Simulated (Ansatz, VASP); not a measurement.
## LiCl: VASP beside Ansatz

File INCAR:

```
PREC = Accurate
ENCUT = 600
EDIFF = 1E-6
ISMEAR = 0
SIGMA = 0.01
LREAL = F
LASPH = T
NELM = 60
ALGO = Normal
ISIF = 3
LWAVE = F
LCHARG = F
GGA = PS
IBRION = 2
NSW = 80
EDIFFG = -0.001
```

File KPOINTS:

```
regular mesh
0
Gamma
  8 8 8
```

Contents of POSCAR:

```
LiCl
1.0
    0.0000000000      2.5314108948      2.5314108948
    2.5314108948      0.0000000000      2.5314108948
    2.5314108948      2.5314108948      0.0000000000
Li Cl
1 1
Direct
    0.0000000000      0.0000000000      0.0000000000
    0.5000000000      0.5000000000      0.5000000000
```

Input for Ansatz:

```yaml
crystal:
  lattice:
    - [0.0, 2.5314108948, 2.5314108948]
    - [2.5314108948, 0.0, 2.5314108948]
    - [2.5314108948, 2.5314108948, 0.0]
  atoms:
    - { symbol: Li, position: [0.0, 0.0, 0.0] }
    - { symbol: Cl, position: [0.5, 0.5, 0.5] }
basis:
  ecutwfc: 420
kpoints:
  mp_grid: { grid: [8, 8, 8] }
hamiltonian:
  xc: pbesol
scf:
  occupations: { method: fixed }
output:
  forces: true
  stress: true
  eigenvalues: true
relax:
  adjacent_minimum: "off"
  f_tol: 0.001
  max_steps: 60
  cell: { stress_tol: 0.01 }
```

Alike in both runs: task relaxation of cell and atoms; functional PBEsol; k mesh 8 × 8 × 8; no spin polarisation.

|  | VASP | Ansatz |
| --- | --- | --- |
| version | VASP 6.6.1 | Ansatz 0.2.0 |
| potentials or method | VASP PAW PBE potentials, release 64 (Li_sv, Cl), cutoff 600 eV | scalar-relativistic, plane waves, PAW |
| occupations | gaussian, width 0.01 eV | fixed |
| valence electrons in the cell | 10 | 10 |

|  | VASP | Ansatz | Ansatz less VASP |
| --- | --- | --- | --- |
| gap on the k mesh at the Fermi level, each at its own relaxed structure (eV) | 6.37 | 6.35 | -0.020 |
| relaxed volume (Å³/atom) | 16.21 | 16.24 | +0.030 |
| relaxed cell length with the largest relative difference (Å) | 3.579 | 3.581 | +0.0022 |

VASP's potentials were made for PBE, not for PBEsol.

Noted on VASP's run: the cutoff is short for stress, so the pressure is rough.
